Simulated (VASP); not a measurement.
Write the native input for VASP 6.6.1 that does the following.

```
Task                   : single point
Functional             : PBE
Potentials or basis    : VASP PAW PBE potentials, release 64 (Sb, Ga_d)
Cutoff                 : 520 eV
k mesh                 : 10 × 10 × 10
Occupations            : fermi-dirac, width 0.05 eV
Spin                   : no spin polarisation
Dipole correction      : no
Further INCAR settings : ALGO = Normal; EDIFF = 1e-06; NBANDS = 16
```

The structure of GaSb lies in POSCAR:

```
GaSb
1.0
   -2.7534340000      2.7534340000      1.5907070000
    2.7534340000     -2.7534340000      1.5907070000
    2.7534340000      2.7534340000     -1.5907070000
Sb Ga
1 1
Direct
    0.0000000000      0.0000000000      0.0000000000
    0.7500000000      0.2500000000      0.5000000000
```

These files were run (other wordings do the same):

INCAR

```
SYSTEM = GaSb
PREC = Accurate ; ENCUT = 520
EDIFF = 1E-6 ; ISMEAR = -1
SIGMA = 0.05 ; LREAL = .FALSE.
LASPH = .TRUE. ; NELM = 80
ALGO = Normal ; ISIF = 2
LWAVE = .FALSE. ; LCHARG = .FALSE.
GGA = PE ; NBANDS = 16
```

KPOINTS

```
regular mesh
0
G
  10 10 10
  0 0 0
```

Potentials or basis: VASP PAW PBE potentials, release 64 (Sb, Ga_d).

The run is started by

```sh
$ cat potpaw_PBE.64/Sb/POTCAR potpaw_PBE.64/Ga_d/POTCAR > POTCAR
$ mpirun -np 1 vasp_std > vasp.out
```

It gave:

```json
{
  "Pressure": "0.1 GPa",
  "Band gap on the k mesh": "zero (band 9 reaches 8.35 eV, above the bottom of band 10 at 3.85 eV)"
}
```

Caveat: spin-orbit coupling is left out, which moves the levels of the heavy elements.

It took 22 s on 1 thread of Intel(R) Xeon(R) 6975P-C (Granite Rapids), on a shared host, peak memory 0.22 GiB.
